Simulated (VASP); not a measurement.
Here is a VASP 6.6.1 calculation.

File INCAR:

```
PREC = Accurate ; ENCUT = 520
EDIFF = 1E-7 ; ISMEAR = 0
SIGMA = 0.1 ; LREAL = F
LASPH = T ; NELM = 100
ALGO = Normal ; ISIF = 2
LWAVE = F ; LCHARG = T
LDIPOL = T ; IDIPOL = 3
DIPOL = 0.5 0.5 0.359 ; GGA = PE
LELF = T ; LVHAR = T
LVACPOTAV = T ; NBANDS = 32
```

KPOINTS

```
Automatic mesh
0
Gamma
  10 10 1
```

POSCAR

```
W3O
1.0
    2.7571643597      0.0000000000      0.0000000000
   -0.9190547866      2.5994794874      0.0000000000
    0.0000000000      0.0000000000     19.8562161029
W O
3 1
Direct
    0.5000000000      0.5000000000      0.2014482507
    0.0000000000      0.0000000000      0.3111437107
    0.5000000000      0.5000000000      0.4208362792
    0.6666666667      1.3333333333      0.5011743143
```

Potentials or basis: VASP PAW PBE potentials, release 64 (W_sv, O).

The run is started by

```sh
$ cat potpaw_PBE.64/W_sv/POTCAR potpaw_PBE.64/O/POTCAR > POTCAR
$ mpirun -np 1 vasp_std > vasp.out
```

**Question.** What does it give for the largest force?

**Answer.** 1.346 eV/Å.

**Question.** Predict the band gap on the k mesh.

**Answer.** Zero (band 24 reaches 1.34 eV, above the bottom of band 25 at -0.12 eV).

Forces in eV/Å, atoms in the order of the input:
```
W    0.029 -0.020  0.108
W   -0.345  0.244 -1.278
W   -0.106  0.075  0.702
O    0.422 -0.299  0.468
```

Caveat: spin-orbit coupling is left out, which moves the levels of the heavy elements.
